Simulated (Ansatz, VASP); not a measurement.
## One calculation of RbBr, two programs

```
Rb Br
1.0
     0.00000    3.46083    3.46083
     3.46083    0.00000    3.46083
     3.46083    3.46083    0.00000
Rb Br
1 1
Direct
  0.00000 0.00000 0.00000
  0.50000 0.50000 0.50000
```

Alike in both runs: task single point; functional PBE0; k mesh 4 × 4 × 4; no spin polarisation.

```csv
,VASP,Ansatz
version,VASP 6.6.1,Ansatz 0.2.0
potentials or method,"VASP PAW PBE potentials, release 64 (Rb_sv, Br)","plane waves, PAW"
plane-wave cutoff (eV),520,420
occupations,"gaussian, width 0.01 eV",fixed
valence electrons in the cell,16,16
```

|  | VASP | Ansatz | Ansatz less VASP |
| --- | --- | --- | --- |
| gap on the k mesh at the Fermi level (eV) | 6.17 | 6.16 | -0.014 |
| pressure (GPa) | 0.3 | 0.3 | +0.03 |

Ansatz's warnings: stress exchange threshold loose, stress scf threshold loose.
